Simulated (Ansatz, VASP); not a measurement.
# One calculation of GaF, two programs

Contents of POSCAR:

```
GaF
1.0
    3.1659200000      0.0000000000      0.0000000000
    0.0000000000      3.1659200000      0.0000000000
    0.0000000000      0.0000000000      3.1659200000
Ga F
1 1
Direct
    0.0000000000      0.0000000000      0.0000000000
    0.5000000000      0.5000000000      0.5000000000
```

The input INCAR.step1:

```
SYSTEM = GaF
  PREC = Accurate
  ENCUT = 520
  EDIFF = 1E-5
  ISMEAR = -1
  SIGMA = 0.05
  LREAL = .False.
  LASPH = .True.
  NELM = 100
  ALGO = Normal
  ISIF = 2
  LWAVE = .True.
  LCHARG = .False.
  GGA = PE
  NBANDS = 17
```

The input INCAR.step2:

```
SYSTEM = GaF
  PREC = Accurate
  ENCUT = 520
  EDIFF = 1E-6
  ISMEAR = -1
  SIGMA = 0.05
  LREAL = .False.
  LASPH = .True.
  NELM = 100
  ALGO = Normal
  ISIF = 2
  LWAVE = .False.
  LCHARG = .False.
  METAGGA = R2SCAN
  LHFCALC = .True.
  AEXX = 0.25
  LMIXTAU = .True.
  PRECFOCK = Normal
  ISTART = 1
  NBANDS = 17
```

Contents of KPOINTS:

```
Automatic mesh
0
Gamma
  5 5 5
  0 0 0
```

The input input.yaml:

```yaml
crystal:
  lattice:
    - [3.16592, 0.0, 0.0]
    - [0.0, 3.16592, 0.0]
    - [0.0, 0.0, 3.16592]
  atoms:
    - { symbol: Ga, position: [0.0, 0.0, 0.0] }
    - { symbol: F, position: [0.5, 0.5, 0.5] }
hamiltonian:
  xc: { exchange: r2scan, correlation: r2scan, exx: { coeff: 0.25 } }
  pseudopotentials: { kind: paw }
kpoints:
  mp_grid: { grid: [5, 5, 5] }
scf:
  occupations: { method: fermi_dirac, width: 0.05 }
output:
  forces: true
  stress: true
  eigenvalues: true
```

Alike in both runs: task single point; functional r2SCAN-based global hybrid with a share of 0.25 of exact exchange; k mesh 5 × 5 × 5; occupations fermi-dirac, width 0.05 eV; no spin polarisation.

|  | VASP | Ansatz |
| --- | --- | --- |
| version | VASP 6.6.1 | Ansatz 0.2.0 |
| potentials or method | VASP PAW PBE potentials, release 64 (Ga_d, F) | Ansatz PAW |
| plane-wave cutoff (eV) | 520 | 500 |
| valence electrons in the cell | 20 | 20 |

```csv
,VASP,Ansatz,Ansatz less VASP
gap on the k mesh at the Fermi level (eV),3.77,3.72,-0.045
least direct gap on the mesh (eV),4.69,4.67,-0.025
pressure (GPa),-1.8,-1.7,+0.15
```

VASP's potentials were made for PBE, not for r2SCAN-based global hybrid.

Noted on Ansatz's run: odd divisions of the mesh miss points on the zone boundary, where band edges often lie, so the gap on the mesh can be too wide.
